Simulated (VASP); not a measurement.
Set up this calculation in VASP 6.6.1, as the native input.

```yaml
Task: single point
Functional: PBE
Potentials_or_basis: VASP PAW PBE potentials, release 64 (Hg, Te)
Cutoff: 520 eV
k_mesh: 10 × 10 × 8
Occupations: gaussian, width 0.15 eV
Spin: no spin polarisation
Dipole_correction: no
Further_INCAR_settings: ALGO = Normal; EDIFF = 1e-07; NBANDS = 26
```

The structure of HgTe lies in POSCAR:

```
HgTe
1.0
    2.8922688984     -3.5653476279      0.0000000000
    2.8922688984      3.5653476279      0.0000000000
    0.0000000000      0.0000000000      5.8781768394
Hg Te
2 2
Direct
    0.3319444959      0.6680555041      0.7500000000
    0.6680555041      0.3319444959      0.2500000000
    0.7707545029      0.2292454971      0.7500000000
    0.2292454971      0.7707545029      0.2500000000
```

This cell differs from its parent crystal: strain -0.0250 x Voigt [1, -1, 0, 0, 0, 0].

These files were run (other wordings do the same):

INCAR

```
SYSTEM = HgTe
PREC     = Accurate       ! precision mode
ENCUT    = 520            ! plane-wave cutoff, eV
EDIFF    = 1E-7           ! SCF threshold, eV
ISMEAR   = 0              ! smearing method
SIGMA    = 0.15           ! smearing width, eV
LREAL    = .False.        ! projectors in reciprocal space
LASPH    = .True.         ! aspherical terms in the spheres
NELM     = 80             ! most SCF steps
ALGO     = Normal         ! electronic algorithm
ISIF     = 2              ! what is computed and relaxed
LWAVE    = .False.        ! write WAVECAR
LCHARG   = .False.        ! write CHGCAR
GGA      = PE             ! functional
NBANDS   = 26             ! bands
```

KPOINTS

```
regular mesh
0
Gamma
  10 10 8
  0 0 0
```

Potentials or basis: VASP PAW PBE potentials, release 64 (Hg, Te).

Run with:

```console
$ cat potpaw_PBE.64/Hg/POTCAR potpaw_PBE.64/Te/POTCAR > POTCAR
$ mpirun -np 1 vasp_std > vasp.out
```

Results of the run:

```yaml
Pressure: 0.8 GPa
Largest_force: 0.107 eV/Å
Band_gap_on_the_k_mesh: zero (band 18 reaches 4.36 eV, above the bottom of band 19 at 2.26 eV)
```

Caveat: the cell differs from its parent crystal (strain -0.0250 x Voigt [1, -1, 0, 0, 0, 0]); spin-orbit coupling is left out, which moves the levels of the heavy elements.

Wall time 3.5 min on 1 thread of Intel(R) Xeon(R) 6975P-C (Granite Rapids), on a shared host, peak memory 0.54 GiB.
